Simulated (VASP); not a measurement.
Os: relaxation of cell and atoms with PBE

Os:

```xyz
1
Lattice="0.0000 1.7821 1.7821 1.7821 0.0000 1.7821 1.7821 1.7821 0.0000" Properties=species:S:1:pos:R:3 pbc="T T T"
Os    0.0000    0.0000    0.0000
```

This isn't the form of Os at room conditions, which is hcp.

* Program: VASP 6.6.1
* Task: relaxation of cell and atoms
* Functional: PBE
* Potentials or basis: VASP PAW PBE potentials, release 64 (Os)
* Cutoff: 600 eV
* k mesh: 19 × 19 × 19
* Occupations: fermi-dirac, width 0.1 eV
* Spin: no spin polarisation
* Target pressure: 160 GPa
* Dipole correction: no
* Further INCAR settings: ALGO = Normal; EDIFF = 1e-07; IBRION = 2; EDIFFG = -0.005; NSW = 32; ISIF = 3

The relaxed volume is 11.38 Å³/atom. The relaxed cell is a = 2.525 Å, b = 2.525 Å, c = 2.525 Å, α = 60.00°, β = 60.00°, γ = 60.00° and the space group after relaxing (to 0.1 Å) is Fm-3m (No. 225). The energy change on relaxing (the run minimises the enthalpy) is -64.3 meV/atom. The ionic steps are 4, the pressure after relaxing is 160.0 GPa and the band gap on the k mesh is zero (bands 4 and 5 overlap by 5.32 eV).

The path:
| step | energy change (eV) | largest force (eV/Å) | pressure (GPa) | volume (Å³) |
| --- | --- | --- | --- | --- |
| 1 | 0.0000 | 0.0000 | 166.03 | 11.32 |
| 2 | -0.5990 | 0.0000 | 106.53 | 12.03 |
| 3 | -0.0661 | 0.0000 | 159.82 | 11.38 |
| 4 | -0.0643 | 0.0000 | 160.00 | 11.38 |

Final structure:
```
Os
1.0
     0.00000    1.78543    1.78543
     1.78543    0.00000    1.78543
     1.78543    1.78543    0.00000
Os
1
Direct
  0.00000 0.00000 0.00000
```

Levels at points of the mesh, in eV from the Fermi level:
| k point | band 1 | band 2 | band 3 | band 4 | band 5 | band 6 | band 7 | band 8 |
| --- | --- | --- | --- | --- | --- | --- | --- | --- |
| (0.00, 0.00, 0.00) | -12.79 | -4.13 | -4.13 | -4.13 | 0.07 | 0.07 | 13.87 | 21.03 |

Wall time 61 s on 1 thread of Oxide Virtual Turin-like Processor (shared host), peak memory 0.12 GiB.

Caveat: the cell is relaxed towards a set pressure, so the run minimises the enthalpy, not the energy; spin-orbit coupling is left out, which moves the levels of the heavy elements.
